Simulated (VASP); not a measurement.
A run of VASP 6.6.1:

INCAR

```
  ALGO = Normal
  EDIFF = 1E-6
  ENCUT = 520
  GGA = PE
  ISIF = 2
  ISMEAR = 0
  LASPH = T
  LCHARG = F
  LREAL = F
  LWAVE = F
  NBANDS = 61
  NELM = 60
  PREC = Accurate
  SIGMA = 0.2
```

The input KPOINTS:

```
k-points
0
Gamma
  6 6 2
```

Contents of POSCAR:

```
CdGe2P2
1.0
    3.4546436239      0.0000000000      0.0000000000
    0.0000000000      3.4546436239      0.0000000000
    0.0000000000      0.0000000000     16.9766414170
Cd Ge P
2 4 4
Direct
    0.0000000000      1.0000000000      0.0000000000
    0.0000000000      1.0000000000      0.5000000000
    0.5000000000      0.5000000000      0.3664748564
    0.5000000000      0.5000000000      0.8664748564
    0.5000000000      0.5000000000      0.1335251436
    0.5000000000      0.5000000000      0.6335251436
    1.0000000000      0.0000000000      0.1853073211
    1.0000000000      0.0000000000      0.6853073211
    1.0000000000      0.0000000000      0.3146926789
    1.0000000000      0.0000000000      0.8146926789
```

Potentials or basis: VASP PAW PBE potentials, release 64 (Cd, Ge_d, P).

Launch:

```sh
$ cat potpaw_PBE.64/Cd/POTCAR potpaw_PBE.64/Ge_d/POTCAR potpaw_PBE.64/P/POTCAR > POTCAR
$ mpirun -np 1 vasp_std > vasp.out
```

Hardware: 1 thread of Intel(R) Xeon(R) Platinum 8488C (Sapphire Rapids), on a shared host.

**Question.** Estimate the wall time of this run.

**Answer.** Wall time 2.8 min on 1 thread of Intel(R) Xeon(R) Platinum 8488C (Sapphire Rapids), with other jobs on the host, peak memory 0.42 GiB. Counts: scf iterations 14, k points 20.
